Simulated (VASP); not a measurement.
GaSb3, 4 atoms in the cell. Symmetry: C2/m, No. 12, monoclinic system. The conventional cell has a = 6.979 Å, b = 7.244 Å, c = 4.961 Å, α = 90.00°, β = 133.12°, γ = 90.00°. Ga (site symmetry 2/m) has 14 Sb at 3.07 to 3.62 Å within 4.0 Å. Within 4.0 Å of Sb (site symmetry 2) lie 4 Ga at 3.07 to 3.13 Å and 10 Sb at 3.07 to 3.62 Å. Sb (site symmetry 2/m) has 8 Sb at 3.07 to 3.13 Å and 6 Ga at 3.49 to 3.62 Å within 4.0 Å.  This cell differs from its parent crystal: engineering shear strain xz -0.0267, normal strain along z -0.0367.

| Property | Result |
| --- | --- |
| Program | VASP 6.6.1 |
| Task | single point |
| Functional | LDA |
| Potentials or basis | VASP PAW LDA potentials, release 64 (Ga_d, Sb) |
| Cutoff | 520 eV |
| k mesh | 10 × 10 × 10 |
| Occupations | gaussian, width 0.15 eV |
| Spin | no spin polarisation |
| Dipole correction | no |
| Further INCAR settings | ALGO = Normal; EDIFF = 1e-06; NBANDS = 22 |

Potentials or basis: VASP PAW LDA potentials, release 64 (Ga_d, Sb).

Run with:

```sh
$ cat potpaw_LDA.64/Ga_d/POTCAR potpaw_LDA.64/Sb/POTCAR > POTCAR
$ mpirun -np 1 vasp_std > vasp.out
```

Hardware: 1 thread of Intel Xeon 8259CL, with other jobs on the host.

**Question.** Estimate the wall time of this run.

**Answer.** Run time: 12 min on 1 thread of Intel Xeon 8259CL (shared host), peak memory 0.61 GiB. Counts: scf iterations 11, k points 282.
